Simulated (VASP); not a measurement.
A run of VASP 6.6.1:

File INCAR:

```
SYSTEM = HgTe
PREC = Accurate
ENCUT = 520
EDIFF = 1E-7
ISMEAR = -1
SIGMA = 0.05
LREAL = .False.
LASPH = .True.
NELM = 100
ALGO = Normal
ISIF = 2
LWAVE = .False.
LCHARG = .True.
GGA = PE
LELF = .True.
LVHAR = .True.
NBANDS = 16
```

KPOINTS

```
Automatic mesh
0
Gamma
  13 13 13
  0 0 0
```

The input POSCAR:

```
HgTe
1.0
    3.3764957622      0.0000000000      0.0000000000
    0.0000000000      3.3764957622      0.0000000000
    0.0000000000      0.0000000000      3.3764957622
Hg Te
1 1
Direct
    0.0000000000      0.0000000000      0.0000000000
    0.5000000000      0.5000000000      0.5000000000
```

Potentials or basis: VASP PAW PBE potentials, release 64 (Hg, Te).

The run is started by

```sh
$ cat potpaw_PBE.64/Hg/POTCAR potpaw_PBE.64/Te/POTCAR > POTCAR
$ mpirun -np 1 vasp_std > vasp.out
```

Hardware: 1 thread of AMD EPYC 7R13, with other jobs on the host.

Question: How long does it take, and how much memory?

Answer: It took 38 s on 1 thread of AMD EPYC 7R13, with other jobs on the host, peak memory 0.17 GiB. Counts: scf iterations 13, k points 84.
